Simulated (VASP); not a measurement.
# MnAl5 (P6/mmm) in VASP: a series of runs, part 2 of 2

VASP 6.6.1. The steps go on from the part before.

### Step 4. Relaxation of cell and atoms, PBE, collinear spin, ferromagnetic start

Contents of INCAR:

```
ALGO = Normal ; EDIFF = 1E-6
EDIFFG = -0.04 ; ENCUT = 600
GGA = PE ; IBRION = 2
ISIF = 3 ; ISMEAR = 0
ISPIN = 2 ; LASPH = True
LCHARG = False ; LMAXMIX = 4
LORBIT = 11 ; LREAL = False
LWAVE = False ; MAGMOM = 4 0 0 0 0 0
NELM = 150 ; NSW = 90
PREC = Accurate ; SIGMA = 0.1
```

Contents of KPOINTS:

```
k-points
0
Gamma
  6 6 4
```

Contents of POSCAR:

```
MnAl5
1.0
    5.0896491900      0.0000000000      0.0000000000
   -2.5448245900      4.4077654900      0.0000000000
    0.0000000000      0.0000000000      4.2584751700
Mn Al
1 5
Direct
    0.0000000000      0.0000000000      0.0000000000
    0.3333333300      0.6666666700      0.0000000000
    0.6666666700      0.3333333300      0.0000000000
    0.5000000000      0.0000000000      0.5000000000
    0.5000000000      0.5000000000      0.5000000000
    0.0000000000      0.5000000000      0.5000000000
```

Potentials or basis: VASP PAW PBE potentials, release 64 (Mn_pv, Al).

The run is started by

```console
cat potpaw_PBE.64/Mn_pv/POTCAR potpaw_PBE.64/Al/POTCAR > POTCAR
mpirun -np 1 vasp_std > vasp.out
```

OUTCAR:

```text
EDIFF = 1E-6
   EDIFFG = -0.04
   ENCUT = 600
   GGA = PE
   IBRION = 2
   ISIF = 3
   ISMEAR = 0
   ISPIN = 2
   LASPH = True
   LORBIT = 11
   LREAL = False
   NELM = 150
   NSW = 90
   PREC = Accurate

 ion  position               nearest neighbor table
   1  0.000  0.000  0.000-   2 2.94   3 2.94   2 2.94   3 2.94   3 2.94   2 2.94
   2  0.333  0.667  0.000-   4 2.59   4 2.59   6 2.59   6 2.59   5 2.59   5 2.59   3 2.94   1 2.94
                             3 2.94   1 2.94   1 2.94   3 2.94
   3  0.667  0.333  0.000-   4 2.59   4 2.59   6 2.59   6 2.59   5 2.59   5 2.59   2 2.94   1 2.94
                             2 2.94   1 2.94   1 2.94   2 2.94
   4  0.500  0.000  0.500-   5 2.54   5 2.54   6 2.54   6 2.54   2 2.59   3 2.59   2 2.59   3 2.59

   5  0.500  0.500  0.500-   4 2.54   4 2.54   6 2.54   6 2.54   2 2.59   3 2.59   2 2.59   3 2.59

   6  0.000  0.500  0.500-   4 2.54   4 2.54   5 2.54   5 2.54   2 2.59   3 2.59   2 2.59   3 2.59

  LATTYP: Found a hexagonal cell.
 ALAT       =     5.0896491900
 C/A-ratio  =     0.8366932594

  Lattice vectors:

 A1 = (   5.0896491900,   0.0000000000,   0.0000000000)
 A2 = (  -2.5448245900,   4.4077654900,   0.0000000000)
 A3 = (   0.0000000000,   0.0000000000,   4.2584751700)

Analysis of symmetry for initial positions (statically):
=====================================================================
 Subroutine PRICEL returns:
 Original cell was already a primitive cell.

 Routine SETGRP: Setting up the symmetry group for a
 hexagonal supercell.

 Subroutine GETGRP returns: Found 24 space group operations
 (whereof 24 operations were pure point group operations)
 out of a pool of 24 trial point group operations.

The static configuration has the point symmetry D_6h.

Analysis of symmetry for dynamics (positions and initial velocities):
=====================================================================
 Subroutine PRICEL returns:
 Original cell was already a primitive cell.

 Routine SETGRP: Setting up the symmetry group for a
 hexagonal supercell.

 Subroutine GETGRP returns: Found 24 space group operations
 (whereof 24 operations were pure point group operations)
 out of a pool of 24 trial point group operations.

The dynamic configuration has the point symmetry D_6h.

Analysis of structural, dynamic, and magnetic symmetry:
=====================================================================
 Subroutine PRICEL returns:
 Original cell was already a primitive cell.

 Routine SETGRP: Setting up the symmetry group for a
 hexagonal supercell.

 Subroutine GETGRP returns: Found 24 space group operations
 (whereof 24 operations were pure point group operations)
 out of a pool of 24 trial point group operations.

The overall configuration has the point symmetry D_6h.

 Subroutine INISYM returns: Found 24 space group operations
 (whereof 24 operations are pure point group operations),
 and found     1 'primitive' translations

----------------------------------------------------------------------------------------

                                     Primitive cell

  volume of cell :      95.5345

  direct lattice vectors                    reciprocal lattice vectors
     5.089649190  0.000000000  0.000000000     0.196477196  0.113436162  0.000000000
[... 85 lines left out ...]
   LNONCOLLINEAR =      F non collinear calculations
   LSORBIT =      F    spin-orbit coupling
   LASPH  =      T    aspherical Exc in radial PAW
   ENCUT  =  600.0 eV  44.10 Ry    6.64 a.u.  10.17 10.17  8.51*2*pi/ulx,y,z
   NELM   =    150;   NELMIN=  2; NELMDL= -5     # of ELM steps
   EDIFF  = 0.1E-05   stopping-criterion for ELM
   LREAL  =      F    real-space projection
   EDIFFG = -.4E-01   stopping-criterion for IOM
   NSW    =     90    number of steps for IOM
   IBRION =      2    ionic relax: 0-MD 1-quasi-New 2-CG
   NFREE  =      1    steps in history (QN), initial steepest desc. (CG)
   ISIF   =      3    stress and relaxation
   ISYM   =      2    0-nonsym 1-usesym 2-fastsym
   POTIM  = 0.5000    time-step for ionic-motion
   TEBEG  =    0.0;   TEEND  =   0.0 temperature during run
   PSTRESS=    0.0 pullay stress
   NELECT =      28.0000    total number of electrons
   NUPDOWN=      -1.0000    fix difference up-down
   EMIN   =  10.00;   EMAX   =-10.00  energy-range for DOS
   EFERMI =   0.00;   METHOD = LEGACY
   ISMEAR =     0;   SIGMA  =   0.10  broadening in eV -4-tet -1-fermi 0-gaus
   EFERMI_NEDOS =   21; number of points for ismear=-14 and -15
   IALGO  =     38    algorithm
   IMIX   =      4    mixing-type and parameters
     AMIX     =   0.40;   BMIX     =  1.00
     AMIX_MAG =   1.60;   BMIX_MAG =  1.00
  volume/ion in A,a.u.               =      15.92       107.45
  Fermi-wavevector in a.u.,A,eV,Ry     =   1.087445  2.054973 16.089392  1.182537
  Thomas-Fermi vector in A             =   2.223605
   LORBIT       =     11    0 simple, 1 ext, 2 COOP (PROOUT), +10 PAW based schemes
   GGA     = PE    functional components
   LHFCALC =     F    Hartree Fock is set to
   AEXX    =    0.0000 exact exchange contribution
   IVDW    =     0    specifies the selected vdW correction
   LEPSILON=     F    determine dielectric tensor
   LRPA    =     F    only Hartree local field effects (RPA)
 conjugate gradient relaxation of ions
 spin polarized calculation
 Gauss-broadening in eV      SIGMA  =   0.10
  energy-cutoff  :      600.00
  volume of cell :       95.53
 maximum number of plane-waves:      3222
 NGX is ok and might be reduce to    42
   NGX = 21   NGY = 21   NGZ = 17

--------------------------------------- Ionic step        1  -------------------------------------------

 number of electron      28.0000017 magnetization       3.5089130

 Free energy of the ion-electron system (eV)
  ---------------------------------------------------
  ext. energy  EPLUGINS =         0.00000000
  ---------------------------------------------------
  free energy    TOTEN  =       -25.48293861 eV

  energy without entropy =      -25.46578251  energy(sigma->0) =      -25.47436056

------------------------ aborting loop because EDIFF is reached ----------------------------------------

  FORCE on cell =-STRESS in cart. coord.  units (eV):
  Direction    XX          YY          ZZ          XY          YZ          ZX
  --------------------------------------------------------------------------------------
  -------------------------------------------------------------------------------------
  Total        5.4308647      5.4308647      8.4336148      0.0000000     -0.0000000      0.0000000
  in kB       91.0791809     91.0791807    141.4372801      0.0000001     -0.0000000      0.0000000
  external PRESSURE =     107.8652139 kB  Pullay stress =       0.0000000 kB
[... 29 lines left out ...]
 number of electron      28.0000016 magnetization      -0.0675475

 number of electron      28.0000012 magnetization       0.1479101

 E-fermi :   6.4014     XC(G=0):  -9.8938

 val. band max:        6.3819114968   @ k =   0.0000   0.0000   0.2500
 cond. band min:       6.4026613338   @ k =   0.5000  -0.0000   0.2500
 fundamental gap:      0.0207498371
 Fermi energy:         6.4014127746

 spin component 1

 k-point     1 :       0.0000    0.0000    0.0000
  band No.  band energies     occupation
      1     -41.3246      1.00000
      2     -41.3246      1.00000
      3     -41.2690      1.00000
      4      -3.8739      1.00000
      5       1.1474      1.00000
      6       2.5000      1.00000
[... 1241 lines left out ...]
 number of electron      27.9999996 magnetization      -0.0244434

 number of electron      27.9999996 magnetization       0.0186957

 Free energy of the ion-electron system (eV)
  ---------------------------------------------------
  ext. energy  EPLUGINS =         0.00000000
  ---------------------------------------------------
  free energy    TOTEN  =       -24.73560366 eV

  energy without entropy =      -24.71321479  energy(sigma->0) =      -24.72440922

 E-fermi :   7.4936     XC(G=0): -10.3366

 val. band max:        7.4929634713   @ k =   0.1667   0.1667   0.5000
 cond. band min:       7.5022012593   @ k =   0.1667   0.1667   0.2500
 fundamental gap:      0.0092377880
 Fermi energy:         7.4936156269

 spin component 1

 k-point     1 :       0.0000    0.0000    0.0000
  band No.  band energies     occupation
      1     -40.1670      1.00000
      2     -40.0530      1.00000
      3     -40.0530      1.00000
      4      -3.4609      1.00000
      5       2.2256      1.00000
      6       3.1384      1.00000
[... 991 lines left out ...]
  FREE ENERGIE OF THE ION-ELECTRON SYSTEM (eV)
  ---------------------------------------------------
  free  energy   TOTEN  =       -24.7356036582 eV

  energy  without entropy=      -24.7132147870  energy(sigma->0) =      -24.72440922

 reached required accuracy - stopping structural energy minimisation

 total charge

# of ion       s       p       d       tot
------------------------------------------
    1        0.221   6.126   5.100  11.446
    2        0.412   0.363   0.000   0.774
    3        0.412   0.363   0.000   0.774
    4        0.433   0.404   0.000   0.836
    5        0.433   0.404   0.000   0.836
    6        0.433   0.404   0.000   0.836
--------------------------------------------------
tot          2.342   8.063   5.100  15.504

 magnetization (x)

# of ion       s       p       d       tot
------------------------------------------
    1        0.004   0.002  -0.053  -0.047
    2       -0.004  -0.006   0.000  -0.009
    3       -0.004  -0.006   0.000  -0.009
    4        0.001   0.006   0.000   0.006
    5        0.001   0.006   0.000   0.006
    6        0.001   0.006   0.000   0.006
--------------------------------------------------
tot         -0.001   0.007  -0.053  -0.047
```

It took 30 min on 1 thread of AMD EPYC 7R13, shared host; peak memory 0.34 GiB.

What came out:

- Free energy: -24.7356 eV
- Relaxed volume: 16.52 Å³/atom
- Relaxed cell: a = 4.995 Å, b = 4.995 Å, c = 4.589 Å, α = 90.00°, β = 90.00°, γ = 120.00°
- Space group after relaxing (to 0.1 Å): P6/mmm (No. 191)
- Ionic steps: 9
- Pressure after relaxing: 0.0 GPa
- Band gap on the k mesh: zero (filled and empty bands overlap)
- Net moment: 0.02 μB per cell
- Site moments: Mn -0.05; Al -0.01, +0.01 (each value once) μB
- Valence electrons inside the program's atomic spheres: Mn 11.45; Al 0.77, 0.84 (each value once)

Stress tensor (GPa, compression positive):
```
-0.11  0.00  0.00
 0.00 -0.11  0.00
 0.00  0.00  0.23
```

Step by step:
```tsv
step	energy change (eV)	largest force (eV/Å)	pressure (GPa)	volume (Å³)
1	0.0000	0.0000	10.79	95.53
2	1.1100	0.0000	-6.72	111.12
3	0.9248	0.0000	-3.59	104.82
4	0.8964	0.0000	-2.16	102.74
5	0.8885	0.0000	-1.04	101.18
6	0.7989	0.0000	-2.12	102.10
7	0.7813	0.0000	-2.64	102.76
8	0.7476	0.0000	0.47	98.73
9	0.7473	0.0000	0.00	99.14
```

Final structure:
```xyz
6
Lattice="4.9949 0.0000 0.0000 -2.4974 4.3257 0.0000 0.0000 0.0000 4.5887" Properties=species:S:1:pos:R:3 pbc="T T T"
Mn    0.0000    0.0000    0.0000
Al    0.0000    2.8838    0.0000
Al    2.4974    1.4419    0.0000
Al    2.4974    0.0000    2.2943
Al    1.2487    2.1628    2.2943
Al   -1.2487    2.1628    2.2943
```

Levels at points of the mesh, in eV from the Fermi level:
Spin up:
```csv
k point,band 12,band 13,band 14,band 15,band 16,band 17
"(0.00, 0.00, 0.00)",-0.87,-0.27,-0.27,0.31,0.31,1.01
"(0.50, 0.00, 0.00)",-0.90,-0.83,-0.59,0.57,0.97,1.68
"(0.00, 0.00, 0.50)",-1.53,-1.53,-0.73,0.25,0.25,1.09
"(0.50, 0.00, 0.50)",-0.75,-0.65,-0.01,0.52,0.60,3.07
```
Spin down:
| k point | band 11 | band 12 | band 13 | band 14 | band 15 | band 16 | band 17 | band 18 |
| --- | --- | --- | --- | --- | --- | --- | --- | --- |
| (0.00, 0.00, 0.00) | -2.08 | -0.78 | -0.78 | -0.31 | 0.31 | 0.31 | 0.98 | 1.80 |
| (0.50, 0.00, 0.00) | -2.06 | -1.01 | -0.90 | -0.47 | 0.03 | 1.34 | 1.69 | 2.54 |
| (0.00, 0.00, 0.50) | -1.87 | -1.50 | -1.50 | 0.19 | 0.26 | 0.26 | 0.86 | 0.86 |
| (0.50, 0.00, 0.50) | -2.01 | -0.76 | -0.53 | 0.08 | 0.28 | 0.53 | 3.10 | 3.16 |

Caveat: the k points lie up to 0.34 Å⁻¹ apart in the final cell, too coarse for converged energies and pressures of a metal; the moments typed at the start vanished in this run.

The gap in the log of VASP goes by the Fermi energy; the results here count the filled bands.